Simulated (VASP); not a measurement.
A run of VASP 6.6.1 is set up as follows.

INCAR

```
ALGO = Fast ; EDIFF = 1E-7
ENCUT = 520 ; GGA = PE
ISIF = 2 ; ISMEAR = 0
LASPH = T ; LCHARG = F
LREAL = F ; LWAVE = F
NBANDS = 20 ; NELM = 60
PREC = Accurate ; SIGMA = 0.1
```

The input KPOINTS:

```
k-points
0
Gamma
  14 14 14
```

POSCAR

```
AgOs2
1.0
   -2.3449455122      2.3449455122      2.4820385734
    2.3449455122     -2.3449455122      2.4820385734
    2.3449455122      2.3449455122     -2.4820385734
Ag Os
1 2
Direct
    0.0000000000      0.0000000000      0.0000000000
    0.7500000000      0.2500000000      0.5000000000
    0.2500000000      0.7500000000      0.5000000000
```

Potentials or basis: VASP PAW PBE potentials, release 64 (Ag, Os).

The run is started by

```bash
$ cat potpaw_PBE.64/Ag/POTCAR potpaw_PBE.64/Os/POTCAR > POTCAR
$ mpirun -np 1 vasp_std > vasp.out
```

(1) What does it give for the pressure?

(2) Predict the band gap on the k mesh.

Answers

(1) -0.4 GPa.

(2) zero (an odd number of electrons rules out a gap without spin polarisation).

Caveat: spin-orbit coupling is left out, which moves the levels of the heavy elements.
